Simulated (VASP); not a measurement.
# TiPt3 (Pm-3m) in VASP: single point with PBE

Aim: the single point of TiPt3 with PBE.

Everything below comes from runs of VASP 6.6.1. Logs are shortened: lines on timing, memory, paths and dates and some standing lists are left out, and cuts for length are marked.

### 1 The cell of the first run

Symmetry: Pm-3m, No. 221, cubic system. Conventional cell: a = 3.897 Å, b = 3.897 Å, c = 3.897 Å, α = 90.00°, β = 90.00°, γ = 90.00°. Ti (site symmetry m-3m) has 12 Pt at 2.76 Å within 3.6 Å. Within 3.6 Å of Pt (site symmetry 4/mmm) lie 4 Ti at 2.76 Å and 8 Pt at 2.76 Å.

### 2 Single point, PBE, non-collinear spin, zero start, spin-orbit coupling

INCAR

```
  ALGO = Normal
  EDIFF = 1E-6
  ENCUT = 520
  GGA = PE
  GGA_COMPAT = F
  ISIF = 2
  ISMEAR = 0
  LASPH = T
  LCHARG = T
  LMAXMIX = 4
  LORBIT = 11
  LORBMOM = T
  LREAL = F
  LSORBIT = T
  LVHAR = T
  LWAVE = F
  MAGMOM = 0 0 0 0 0 0 0 0 0 0 0 0
  NBANDS = 56
  NELM = 150
  PREC = Accurate
  SIGMA = 0.05
```

KPOINTS

```
k-points
0
Gamma
  6 6 6
```

POSCAR

```
TiPt3
1.0
    3.8969996648      0.0000000000      0.0000000000
    0.0000000000      3.8969996648      0.0000000000
    0.0000000000      0.0000000000      3.8969996648
Ti Pt
1 3
Direct
    0.0000000000      0.0000000000      0.0000000000
    0.0000000000      0.5000000000      0.5000000000
    0.5000000000      0.0000000000      0.5000000000
    0.5000000000      0.5000000000      0.0000000000
```

Potentials or basis: VASP PAW PBE potentials, release 64 (Ti_sv, Pt).

The run is started by

```sh
$ cat potpaw_PBE.64/Ti_sv/POTCAR potpaw_PBE.64/Pt/POTCAR > POTCAR
$ mpirun -np 1 vasp_ncl > vasp.out
```

OUTCAR:

```text
EDIFF = 1E-6
   ENCUT = 520
   GGA = PE
   ISIF = 2
   ISMEAR = 0
   LASPH = T
   LORBIT = 11
   LREAL = F
   LSORBIT = T
   NELM = 150
   PREC = Accurate

 ion  position               nearest neighbor table
   1  0.000  0.000  0.000-   2 2.76   3 2.76   4 2.76   2 2.76   3 2.76   2 2.76   4 2.76   2 2.76
                             3 2.76   4 2.76   3 2.76   4 2.76
   2  0.000  0.500  0.500-   1 2.76   3 2.76   4 2.76   1 2.76   4 2.76   1 2.76   3 2.76   1 2.76
                             3 2.76   4 2.76   4 2.76   3 2.76
   3  0.500  0.000  0.500-   1 2.76   2 2.76   4 2.76   1 2.76   4 2.76   2 2.76   4 2.76   4 2.76
                             1 2.76   2 2.76   1 2.76   2 2.76
   4  0.500  0.500  0.000-   1 2.76   2 2.76   3 2.76   2 2.76   3 2.76   1 2.76   3 2.76   3 2.76
                             1 2.76   2 2.76   2 2.76   1 2.76

  LATTYP: Found a simple cubic cell.
 ALAT       =     3.8969996648

  Lattice vectors:

 A1 = (   3.8969996648,   0.0000000000,   0.0000000000)
 A2 = (   0.0000000000,   3.8969996648,   0.0000000000)
 A3 = (   0.0000000000,   0.0000000000,   3.8969996648)

Analysis of symmetry for initial positions (statically):
=====================================================================
 Subroutine PRICEL returns:
 Original cell was already a primitive cell.

 Routine SETGRP: Setting up the symmetry group for a
 simple cubic supercell.

 Subroutine GETGRP returns: Found 48 space group operations
 (whereof 48 operations were pure point group operations)
 out of a pool of 48 trial point group operations.

The static configuration has the point symmetry O_h .

Analysis of symmetry for dynamics (positions and initial velocities):
=====================================================================
 Subroutine PRICEL returns:
 Original cell was already a primitive cell.

 Routine SETGRP: Setting up the symmetry group for a
 simple cubic supercell.

 Subroutine GETGRP returns: Found 48 space group operations
 (whereof 48 operations were pure point group operations)
 out of a pool of 48 trial point group operations.

The dynamic configuration has the point symmetry O_h .

Analysis of structural, dynamic, and magnetic symmetry:
=====================================================================
 Subroutine PRICEL returns:
 Original cell was already a primitive cell.

 Routine SETGRP: Setting up the symmetry group for a
 simple cubic supercell.

 Subroutine GETGRP returns: Found 48 space group operations
 (whereof 48 operations were pure point group operations)
 out of a pool of 48 trial point group operations.

The overall configuration has the point symmetry O_h .

 Subroutine INISYM returns: Found 48 space group operations
 (whereof 48 operations are pure point group operations),
 and found     1 'primitive' translations

----------------------------------------------------------------------------------------

                                     Primitive cell

  volume of cell :      59.1822

  direct lattice vectors                    reciprocal lattice vectors
     3.896999665  0.000000000  0.000000000     0.256607669  0.000000000  0.000000000
     0.000000000  3.896999665  0.000000000     0.000000000  0.256607669  0.000000000
     0.000000000  0.000000000  3.896999665     0.000000000  0.000000000  0.256607669

  length of vectors
     3.896999665  3.896999665  3.896999665     0.256607669  0.256607669  0.256607669

  position of ions in fractional coordinates (direct lattice)
     0.000000000  0.000000000  0.000000000
     0.000000000  0.500000000  0.500000000
     0.500000000  0.000000000  0.500000000
     0.500000000  0.500000000  0.000000000

  ion indices of the primitive-cell ions
   primitive index   ion index
                 1           1
                 2           2
                 3           3
                 4           4

----------------------------------------------------------------------------------------

 KPOINTS: k-points

Automatic generation of k-mesh.
 Grid dimensions read from file:
 generate k-points for:    6    6    6

 Generating k-lattice:

  Cartesian coordinates                     Fractional coordinates (reciprocal lattice)
     0.042767945  0.000000000  0.000000000     0.166666667  0.000000000  0.000000000
     0.000000000  0.042767945  0.000000000     0.000000000  0.166666667  0.000000000
     0.000000000  0.000000000  0.042767945     0.000000000  0.000000000  0.166666667

  Length of vectors
     0.042767945  0.042767945  0.042767945

  Shift w.r.t. Gamma in fractional coordinates (k-lattice)
     0.000000000  0.000000000  0.000000000

 Subroutine IBZKPT returns following result:
 ===========================================

 Found     20 irreducible k-points:

[... 56 lines left out ...]
   EFERMI_NEDOS =   21; number of points for ismear=-14 and -15
   IALGO  =     38    algorithm
   IMIX   =      4    mixing-type and parameters
     AMIX     =   0.40;   BMIX     =  1.00
     AMIX_MAG =   1.60;   BMIX_MAG =  1.00
  volume/ion in A,a.u.               =      14.80        99.85
  Fermi-wavevector in a.u.,A,eV,Ry     =   1.460251  2.759475 29.012158  2.132333
  Thomas-Fermi vector in A             =   2.576723
   LORBIT       =     11    0 simple, 1 ext, 2 COOP (PROOUT), +10 PAW based schemes
   GGA     = PE    functional components
   LHFCALC =     F    Hartree Fock is set to
   AEXX    =    0.0000 exact exchange contribution
   IVDW    =     0    specifies the selected vdW correction
   LEPSILON=     F    determine dielectric tensor
   LRPA    =     F    only Hartree local field effects (RPA)
 Gauss-broadening in eV      SIGMA  =   0.05
  energy-cutoff  :      520.00
  volume of cell :       59.18
 maximum number of plane-waves:      3256
 NGX is ok and might be reduce to    30
   NGX = 15   NGY = 15   NGZ = 15

 number of electron      41.9999997 magnetization      -0.0000000      0.0000000     -0.0000000

 number of electron      41.9999997 magnetization       0.0000000      0.0000000      0.0000000

 number of electron      41.9999997 magnetization      -0.0000000      0.0000000      0.0000000

 Free energy of the ion-electron system (eV)
  ---------------------------------------------------
  ext. energy  EPLUGINS =         0.00000000
  ---------------------------------------------------
  free energy    TOTEN  =       -30.56037638 eV

  energy without entropy =      -30.55912410  energy(sigma->0) =      -30.55975024

 E-fermi :  11.9700     XC(G=0): -13.2868

 val. band max:       11.9278827810   @ k =   0.5000   0.0000   0.0000
 cond. band min:      11.9889488783   @ k =   0.0000   0.0000   0.0000
 fundamental gap:      0.0610660973
 Fermi energy:        11.9699524246

 k-point     1 :       0.0000    0.0000    0.0000
  band No.  band energies     occupation
      1     -46.2801      1.00000
      2     -46.2801      1.00000
      3     -22.9352      1.00000
      4     -22.9352      1.00000
      5     -22.2837      1.00000
      6     -22.2837      1.00000
[... 1129 lines left out ...]
     53      13.4852      0.00000
     54      13.4852      0.00000
 [bands above 54 left out]

------------------------ aborting loop because EDIFF is reached ----------------------------------------

  FORCE on cell =-STRESS in cart. coord.  units (eV):
  Direction    XX          YY          ZZ          XY          YZ          ZX
  --------------------------------------------------------------------------------------
  -------------------------------------------------------------------------------------
  Total        3.5699712      3.5699712      3.5699712     -0.0000000      0.0000000     -0.0000000
  in kB       96.6460687     96.6460687     96.6460687     -0.0000000      0.0000000     -0.0000000
  external PRESSURE =      96.6460687 kB  Pullay stress =       0.0000000 kB

 VOLUME and BASIS-vectors are now :
 -----------------------------------------------------------------------------
  energy-cutoff  :      520.00
  volume of cell :       59.18
      direct lattice vectors                 reciprocal lattice vectors
     3.896999665  0.000000000  0.000000000     0.256607669  0.000000000  0.000000000
     0.000000000  3.896999665  0.000000000     0.000000000  0.256607669  0.000000000
     0.000000000  0.000000000  3.896999665     0.000000000  0.000000000  0.256607669

 POSITION                                       TOTAL-FORCE (eV/Angst)
 -----------------------------------------------------------------------------------
      0.00000      0.00000      0.00000         0.000000      0.000000      0.000000
      0.00000      1.94850      1.94850         0.000000      0.000000      0.000000
      1.94850      0.00000      1.94850         0.000000      0.000000      0.000000
      1.94850      1.94850      0.00000         0.000000      0.000000      0.000000
 -----------------------------------------------------------------------------------
    total drift:                                0.000000      0.000000      0.000000

  FREE ENERGIE OF THE ION-ELECTRON SYSTEM (eV)
  ---------------------------------------------------
  free  energy   TOTEN  =       -30.5603763828 eV

  energy  without entropy=      -30.5591241041  energy(sigma->0) =      -30.55975024

 orbital moment (x)

 # of ion     p       d       tot
 ----------------------------------------
  1        -0.000  -0.000  -0.000
  2        -0.000   0.000   0.000
  3         0.000   0.000   0.000
  4         0.000   0.000   0.000
 ----------------------------------------
            0.000   0.000   0.000

 orbital moment (y)

 # of ion     p       d       tot
 ----------------------------------------
  1        -0.000   0.000   0.000
  2        -0.000   0.000   0.000
  3        -0.000   0.000   0.000
  4        -0.000  -0.000  -0.000
 ----------------------------------------
           -0.000  -0.000  -0.000

 orbital moment (z)

 # of ion     p       d       tot
 ----------------------------------------
  1        -0.000  -0.000  -0.000
  2         0.000   0.000   0.000
  3         0.000  -0.000  -0.000
  4         0.000   0.000   0.000
 ----------------------------------------
           -0.000   0.000   0.000

 Spin-Orbit-Coupling matrix elements

 Ion:    1  E_soc:     -0.0132458
 l=   1
     0.0000000    -0.0019273    -0.0019273
    -0.0019273     0.0000000    -0.0019273
    -0.0019273    -0.0019273     0.0000000
 l=   2
     0.0000000    -0.0001205     0.0000000    -0.0001205    -0.0001598
    -0.0001205     0.0000000    -0.0001199    -0.0001205    -0.0000400
     0.0000000    -0.0001199     0.0000000    -0.0001199     0.0000000
    -0.0001205    -0.0001205    -0.0001199     0.0000000    -0.0000400
    -0.0001598    -0.0000400     0.0000000    -0.0000400     0.0000000
 l=   3
     0.0000000     0.0000000     0.0000000     0.0000000     0.0000000     0.0000000     0.0000000
     0.0000000     0.0000000     0.0000000     0.0000000     0.0000000     0.0000000     0.0000000
     0.0000000     0.0000000     0.0000000     0.0000000     0.0000000     0.0000000     0.0000000
     0.0000000     0.0000000     0.0000000     0.0000000     0.0000000     0.0000000     0.0000000
[... 49 lines left out ...]
 l=   2
     0.0000000    -0.0151009     0.0000000    -0.0151009    -0.0613309
    -0.0151009     0.0000000    -0.0495683    -0.0139651    -0.0209340
     0.0000000    -0.0495683     0.0000000    -0.0495683     0.0000000
    -0.0151009    -0.0139651    -0.0495683     0.0000000    -0.0209340
    -0.0613309    -0.0209340     0.0000000    -0.0209340     0.0000000
 l=   3
     0.0000000     0.0000000     0.0000000     0.0000000     0.0000000     0.0000000     0.0000000
     0.0000000     0.0000000     0.0000000     0.0000000     0.0000000     0.0000000     0.0000000
     0.0000000     0.0000000     0.0000000     0.0000000     0.0000000     0.0000000     0.0000000
     0.0000000     0.0000000     0.0000000     0.0000000     0.0000000     0.0000000     0.0000000
     0.0000000     0.0000000     0.0000000     0.0000000     0.0000000     0.0000000     0.0000000
     0.0000000     0.0000000     0.0000000     0.0000000     0.0000000     0.0000000     0.0000000
     0.0000000     0.0000000     0.0000000     0.0000000     0.0000000     0.0000000     0.0000000

 total charge

# of ion       s       p       d       tot
------------------------------------------
    1        2.214   6.164   1.804  10.182
    2        0.704   0.702   8.055   9.461
    3        0.704   0.702   8.055   9.461
    4        0.704   0.702   8.055   9.461
--------------------------------------------------
tot          4.325   8.271  25.969  38.565

 magnetization (x)

# of ion       s       p       d       tot
------------------------------------------
    1        0.000  -0.000   0.000   0.000
    2        0.000  -0.000   0.000   0.000
    3        0.000   0.000   0.000   0.000
    4        0.000  -0.000   0.000   0.000
--------------------------------------------------
tot          0.000  -0.000   0.000   0.000

 magnetization (y)

# of ion       s       p       d       tot
------------------------------------------
    1        0.000  -0.000  -0.000  -0.000
    2        0.000   0.000   0.000   0.000
    3        0.000  -0.000   0.000  -0.000
    4       -0.000   0.000  -0.000  -0.000
--------------------------------------------------
tot         -0.000   0.000  -0.000  -0.000

 magnetization (z)

# of ion       s       p       d       tot
------------------------------------------
    1       -0.000   0.000  -0.000  -0.000
    2        0.000   0.000  -0.000   0.000
    3        0.000   0.000  -0.000   0.000
    4        0.000   0.000   0.000   0.000
--------------------------------------------------
tot          0.000   0.000  -0.000   0.000
```

Run time: 5.3 min. Hardware: 1 thread of AMD EPYC 7R13, shared host; peak memory 0.3 GiB.

What came out:

```
Free energy                                           : -30.5604 eV
Pressure                                              : 9.7 GPa
Net moment                                            : 0.00 μB per cell
Valence electrons inside the program's atomic spheres : Ti 10.18; Pt 9.46
```

Moments on the atoms (μB; x, y, z):
```
Ti  0.00 0.00 0.00
Pt  0.00 0.00 0.00
Pt  0.00 0.00 0.00
Pt  0.00 0.00 0.00
```
